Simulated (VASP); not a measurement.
# P (Pm-3m) in VASP: a series of runs

P is run at these levels: PBE; tasks: single point.

Everything below comes from runs of VASP 6.6.1. Logs are shortened: lines on timing, memory, paths and dates and some standing lists are left out, and cuts for length are marked.

## Step 1: The cell of the first run

It takes space group Pm-3m (No. 221, cubic). Conventional cell: a = 2.443 Å, b = 2.443 Å, c = 2.443 Å, α = 90.00°, β = 90.00°, γ = 90.00°. P (site symmetry m-3m) has 6 P at 2.44 Å within 3.2 Å.

## Step 2: Single point, PBE

INCAR reads:

```
PREC     = Accurate       # precision mode
ENCUT    = 520            # plane-wave cutoff, eV
EDIFF    = 1E-7           # SCF threshold, eV
ISMEAR   = -1             # smearing method
SIGMA    = 0.1            # smearing width, eV
LREAL    = False          # projectors in reciprocal space
LASPH    = True           # aspherical terms in the spheres
NELM     = 100            # most SCF steps
ALGO     = Normal         # electronic algorithm
ISIF     = 2              # what is computed and relaxed
LWAVE    = False          # write WAVECAR
LCHARG   = False          # write CHGCAR
GGA      = PE             # functional
NBANDS   = 8              # bands
```

KPOINTS reads:

```
regular mesh
0
Gamma
  17 17 17
```

POSCAR reads:

```
P
1.0
    2.4434123645      0.0000000000      0.0000000000
    0.0000000000      2.4434123645      0.0000000000
    0.0000000000      0.0000000000      2.4434123645
P
1
Direct
    0.0000000000      0.0000000000      0.0000000000
```

Potentials or basis: VASP PAW PBE potentials, release 64 (P).

Run with:

```bash
> cat potpaw_PBE.64/P/POTCAR > POTCAR
> mpirun -np 1 vasp_std > vasp.out
```

OUTCAR:

```text
PREC = Accurate
   ENCUT = 520
   EDIFF = 1E-7
   ISMEAR = -1
   LREAL = False
   LASPH = True
   NELM = 100
   ISIF = 2
   GGA = PE

 ion  position               nearest neighbor table
   1  0.000  0.000  0.000-

  LATTYP: Found a simple cubic cell.
 ALAT       =     2.4434123645

  Lattice vectors:

 A1 = (   2.4434123645,   0.0000000000,   0.0000000000)
 A2 = (   0.0000000000,   2.4434123645,   0.0000000000)
 A3 = (   0.0000000000,   0.0000000000,   2.4434123645)

Analysis of symmetry for initial positions (statically):
=====================================================================
 Subroutine PRICEL returns:
 Original cell was already a primitive cell.

 Routine SETGRP: Setting up the symmetry group for a
 simple cubic supercell.

 Subroutine GETGRP returns: Found 48 space group operations
 (whereof 48 operations were pure point group operations)
 out of a pool of 48 trial point group operations.

The static configuration has the point symmetry O_h .

Analysis of symmetry for dynamics (positions and initial velocities):
=====================================================================
 Subroutine PRICEL returns:
 Original cell was already a primitive cell.

 Routine SETGRP: Setting up the symmetry group for a
 simple cubic supercell.

 Subroutine GETGRP returns: Found 48 space group operations
 (whereof 48 operations were pure point group operations)
 out of a pool of 48 trial point group operations.

The dynamic configuration has the point symmetry O_h .

 Subroutine INISYM returns: Found 48 space group operations
 (whereof 48 operations are pure point group operations),
 and found     1 'primitive' translations

----------------------------------------------------------------------------------------

                                     Primitive cell

  volume of cell :      14.5878

  direct lattice vectors                    reciprocal lattice vectors
     2.443412364  0.000000000  0.000000000     0.409263706  0.000000000  0.000000000
     0.000000000  2.443412364  0.000000000     0.000000000  0.409263706  0.000000000
     0.000000000  0.000000000  2.443412364     0.000000000  0.000000000  0.409263706

  length of vectors
     2.443412364  2.443412364  2.443412364     0.409263706  0.409263706  0.409263706

  position of ions in fractional coordinates (direct lattice)
     0.000000000  0.000000000  0.000000000

  ion indices of the primitive-cell ions
   primitive index   ion index
                 1           1

----------------------------------------------------------------------------------------

 KPOINTS: regular mesh

Automatic generation of k-mesh.
 Grid dimensions read from file:
 generate k-points for:   17   17   17

 Generating k-lattice:

  Cartesian coordinates                     Fractional coordinates (reciprocal lattice)
     0.024074336  0.000000000  0.000000000     0.058823529  0.000000000  0.000000000
     0.000000000  0.024074336  0.000000000     0.000000000  0.058823529  0.000000000
     0.000000000  0.000000000  0.024074336     0.000000000  0.000000000  0.058823529

  Length of vectors
     0.024074336  0.024074336  0.024074336

  Shift w.r.t. Gamma in fractional coordinates (k-lattice)
     0.000000000  0.000000000  0.000000000

 Subroutine IBZKPT returns following result:
 ===========================================

 Found    165 irreducible k-points:

 Following reciprocal coordinates:
            Coordinates               Weight
  0.000000  0.000000  0.000000      1.000000
  0.058824  0.000000  0.000000      6.000000
  0.117647  0.000000  0.000000      6.000000
  0.176471  0.000000  0.000000      6.000000
  0.235294  0.000000  0.000000      6.000000
  0.294118  0.000000  0.000000      6.000000
[... 16 lines left out ...]
  0.411765  0.117647  0.000000     24.000000
  0.470588  0.117647  0.000000     24.000000
 [... further k-points ...]
   k-points           NKPTS =    165   k-points in BZ     NKDIM =    165   number of bands    NBANDS=      8
   number of dos      NEDOS =    301   number of ions     NIONS =      1
   total plane-waves  NPLWV =   5832
   dimension x,y,z NGX =    18 NGY =   18 NGZ =   18
   dimension x,y,z NGXF=    36 NGYF=   36 NGZF=   36
   ions per type =               1
   NGX,Y,Z   is equivalent  to a cutoff of  12.25, 12.25, 12.25 a.u.
   NGXF,Y,Z  is equivalent  to a cutoff of  24.49, 24.49, 24.49 a.u.
 SYSTEM =  unknown system
   PREC   = accura    normal or accurate (medium, high low for compatibility)
   ISTART =      0    job   : 0-new  1-cont  2-samecut
   ICHARG =      2    charge: 1-file 2-atom 10-const
   ISPIN  =      1    spin polarized calculation?
   LNONCOLLINEAR =      F non collinear calculations
   LSORBIT =      F    spin-orbit coupling
   LASPH  =      T    aspherical Exc in radial PAW
   ENCUT  =  520.0 eV  38.22 Ry    6.18 a.u.   4.54  4.54  4.54*2*pi/ulx,y,z
   NELM   =    100;   NELMIN=  2; NELMDL= -5     # of ELM steps
   EDIFF  = 0.1E-06   stopping-criterion for ELM
   LREAL  =      F    real-space projection
   EDIFFG = 0.1E-05   stopping-criterion for IOM
   NSW    =      0    number of steps for IOM
   IBRION =     -1    ionic relax: 0-MD 1-quasi-New 2-CG
   NFREE  =      0    steps in history (QN), initial steepest desc. (CG)
   ISIF   =      2    stress and relaxation
   ISYM   =      2    0-nonsym 1-usesym 2-fastsym
   POTIM  = 0.5000    time-step for ionic-motion
   TEBEG  =    0.0;   TEEND  =   0.0 temperature during run
   PSTRESS=    0.0 pullay stress
   NELECT =       5.0000    total number of electrons
   NUPDOWN=      -1.0000    fix difference up-down
   EMIN   =  10.00;   EMAX   =-10.00  energy-range for DOS
   EFERMI =   0.00;   METHOD = LEGACY
   ISMEAR =    -1;   SIGMA  =   0.10  broadening in eV -4-tet -1-fermi 0-gaus
   EFERMI_NEDOS =   21; number of points for ismear=-14 and -15
   IALGO  =     38    algorithm
   IMIX   =      4    mixing-type and parameters
     AMIX     =   0.40;   BMIX     =  1.00
     AMIX_MAG =   1.60;   BMIX_MAG =  1.00
  volume/ion in A,a.u.               =      14.59        98.44
  Fermi-wavevector in a.u.,A,eV,Ry     =   1.145692  2.165045 17.859161  1.312611
  Thomas-Fermi vector in A             =   2.282380
   LORBIT       =      0    0 simple, 1 ext, 2 COOP (PROOUT), +10 PAW based schemes
   GGA     = PE    functional components
   LHFCALC =     F    Hartree Fock is set to
   AEXX    =    0.0000 exact exchange contribution
   IVDW    =     0    specifies the selected vdW correction
   LEPSILON=     F    determine dielectric tensor
   LRPA    =     F    only Hartree local field effects (RPA)
 non-spin polarized calculation
  energy-cutoff  :      520.00
  volume of cell :       14.59
 maximum number of plane-waves:       405
   NGX =  9   NGY =  9   NGZ =  9

 number of electron       4.9999999 magnetization

 Free energy of the ion-electron system (eV)
  ---------------------------------------------------
  ext. energy  EPLUGINS =         0.00000000
  ---------------------------------------------------
  free energy    TOTEN  =        -5.28132468 eV

  energy without entropy =       -5.27278806  energy(sigma->0) =       -5.27705637

 E-fermi :   9.5574     XC(G=0): -11.2709

 val. band max:        9.5405084899   @ k =   0.3529   0.2353   0.0588
 cond. band min:       9.5734491651   @ k =   0.3529   0.2353   0.2353
 fundamental gap:      0.0329406752
 Fermi energy:         9.5573783565

 k-point     1 :       0.0000    0.0000    0.0000
  band No.  band energies     occupation
      1      -6.8654      2.00000
      2      14.6238      0.00000
      3      14.6238      0.00000
      4      14.6238      0.00000
      5      16.4234      0.00000
      6      16.4234      0.00000
      7      23.8774      0.00000
      8      34.0155      0.00000

 k-point     2 :       0.0588    0.0000    0.0000
  band No.  band energies     occupation
      1      -6.7865      2.00000
      2      13.1544      0.00000
      3      14.6859      0.00000
      4      14.6859      0.00000
      5      16.4863      0.00000
      6      17.7967      0.00000
      7      24.1486      0.00000
      8      33.4050      0.00000

 k-point     3 :       0.1176    0.0000    0.0000
  band No.  band energies     occupation
      1      -6.5507      2.00000
      2      11.0653      0.00000
      3      14.8704      0.00000
      4      14.8704      0.00000
      5      16.6722      0.00000
      6      19.5346      0.00000
      7      25.0090      0.00000
      8      31.9883      0.00000

 k-point     4 :       0.1765    0.0000    0.0000
  band No.  band energies     occupation
      1      -6.1605      2.00000
      2       8.9932      1.99293
      3      15.1718      0.00000
      4      15.1718      0.00000
      5      16.9717      0.00000
      6      20.9339      0.00000
      7      26.4605      0.00000
      8      30.3056      0.00000

 k-point     5 :       0.2353    0.0000    0.0000
  band No.  band energies     occupation
      1      -5.6216      2.00000
      2       7.0161      2.00000
      3      15.5781      0.00000
      4      15.5781      0.00000
      5      17.3668      0.00000
      6      22.0444      0.00000
      7      28.1883      0.00000
      8      28.6189      0.00000

 k-point     6 :       0.2941    0.0000    0.0000
  band No.  band energies     occupation
      1      -4.9453      2.00000
      2       5.1716      2.00000
      3      16.0668      0.00000
      4      16.0668      0.00000
      5      17.8262      0.00000
      6      23.0453      0.00000
      7      27.0525      0.00000
      8      27.0525      0.00000

 k-point     7 :       0.3529    0.0000    0.0000
  band No.  band energies     occupation
      1      -4.1565      2.00000
      2       3.4985      2.00000
      3      16.5949      0.00000
      4      16.5949      0.00000
      5      18.2982      0.00000
      6      24.0505      0.00000
      7      25.6939      0.00000
      8      25.6939      0.00000
[... 133 lines left out ...]
 k-point    20 :       0.2353    0.1176    0.0000
  band No.  band energies     occupation
      1      -5.3078      2.00000
      2       7.2642      2.00000
      3      12.2637      0.00000
      4      15.8207      0.00000
      5      19.4128      0.00000
      6      23.7118      0.00000
      7      25.7176      0.00000
      8      28.8405      0.00000

 k-point    21 :       0.2941    0.1176    0.0000
  band No.  band energies     occupation
      1      -4.6317      2.00000
      2       5.4413      2.00000
      3      12.7780      0.00000
      4      16.3070      0.00000
      5      19.9254      0.00000
      6      23.4514      0.00000
      7      25.5500      0.00000
      8      27.2823      0.00000

 k-point    22 :       0.3529    0.1176    0.0000
  band No.  band energies     occupation
      1      -3.8431      2.00000
      2       3.7783      2.00000
      3      13.3491      0.00000
      4      16.8321      0.00000
      5      20.4188      0.00000
      6      22.3567      0.00000
      7      25.9305      0.00000
      8      26.2155      0.00000

 k-point    23 :       0.4118    0.1176    0.0000
  band No.  band energies     occupation
      1      -3.0091      2.00000
      2       2.3564      2.00000
      3      13.8852      0.00000
      4      17.3147      0.00000
      5      20.6785      0.00000
      6      21.5361      0.00000
      7      24.8881      0.00000
      8      27.0021      0.00000

 k-point    24 :       0.4706    0.1176    0.0000
  band No.  band energies     occupation
      1      -2.3472      2.00000
      2       1.3992      2.00000
      3      14.2340      0.00000
      4      17.6224      0.00000
      5      20.4262      0.00000
      6      21.4622      0.00000
      7      24.2984      0.00000
      8      27.6875      0.00000

 [... further k-points ...]

------------------------ aborting loop because EDIFF is reached ----------------------------------------

  FORCE on cell =-STRESS in cart. coord.  units (eV):
  Direction    XX          YY          ZZ          XY          YZ          ZX
  --------------------------------------------------------------------------------------
  -------------------------------------------------------------------------------------
  Total       -0.0270379     -0.0270379     -0.0270379      0.0000000     -0.0000000      0.0000000
  in kB       -2.9695702     -2.9695702     -2.9695702      0.0000000     -0.0000000      0.0000000
  external PRESSURE =      -2.9695702 kB  Pullay stress =       0.0000000 kB

 VOLUME and BASIS-vectors are now :
 -----------------------------------------------------------------------------
  energy-cutoff  :      520.00
  volume of cell :       14.59
      direct lattice vectors                 reciprocal lattice vectors
     2.443412364  0.000000000  0.000000000     0.409263706  0.000000000  0.000000000
     0.000000000  2.443412364  0.000000000     0.000000000  0.409263706  0.000000000
     0.000000000  0.000000000  2.443412364     0.000000000  0.000000000  0.409263706

 POSITION                                       TOTAL-FORCE (eV/Angst)
 -----------------------------------------------------------------------------------
      0.00000      0.00000      0.00000         0.000000      0.000000      0.000000
 -----------------------------------------------------------------------------------
    total drift:                                0.000000      0.000000      0.000000

  FREE ENERGIE OF THE ION-ELECTRON SYSTEM (eV)
  ---------------------------------------------------
  free  energy   TOTEN  =        -5.2813246816 eV

  energy  without entropy=       -5.2727880642  energy(sigma->0) =       -5.27705637
```

It took 8.2 s on 1 thread of Intel Xeon 6975P-C, shared host; peak memory 0.12 GiB.

Results:

* Free energy: -5.2813 eV
* Pressure: -0.3 GPa

## Step 3: Single point, PBE

This run uses another cell than the first one, of 9.48 Å³/atom, 0.650 times its volume.

INCAR reads:

```
SYSTEM = P
PREC     = Accurate       ! precision mode
ENCUT    = 500            ! plane-wave cutoff, eV
EDIFF    = 1E-6           ! SCF threshold, eV
ISMEAR   = -1             ! smearing method
SIGMA    = 0.1            ! smearing width, eV
LREAL    = .False.        ! projectors in reciprocal space
LASPH    = .True.         ! aspherical terms in the spheres
NELM     = 120            ! most SCF steps
ALGO     = Normal         ! electronic algorithm
ISIF     = 2              ! what is computed and relaxed
LWAVE    = .False.        ! write WAVECAR
LCHARG   = .True.         ! write CHGCAR
GGA      = PE             ! functional
LELF     = .True.         ! ELF
LVHAR    = .True.       
NBANDS   = 8              ! bands
GGA_COMPAT= .False.
```

KPOINTS reads:

```
Automatic mesh
0
Gamma
  17 17 17
  0 0 0
```

POSCAR reads:

```
P
1.0
    2.1165793406      0.0000000000      0.0000000000
    0.0000000000      2.1165793406      0.0000000000
    0.0000000000      0.0000000000      2.1165793406
P
1
Direct
    0.0000000000      0.0000000000      0.0000000000
```

Potentials or basis: VASP PAW PBE potentials, release 64 (P).

Run with:

```bash
> cat potpaw_PBE.64/P/POTCAR > POTCAR
> mpirun -np 1 vasp_std > vasp.out
```

It took 7.2 s on 1 thread of Intel Xeon 8259CL, shared host; peak memory 0.11 GiB.

It converged, with:

| Property | Result |
| --- | --- |
| Free energy | -3.9213 eV |
| Pressure | 123.1 GPa |

Levels at points of the mesh, in eV from the Fermi level:
| k point | band 1 | band 2 | band 3 | band 4 | band 5 | band 6 | band 7 |
| --- | --- | --- | --- | --- | --- | --- | --- |
| (0.00, 0.00, 0.00) | -21.33 | 6.36 | 6.36 | 8.14 | 8.14 | 8.14 | 20.62 |
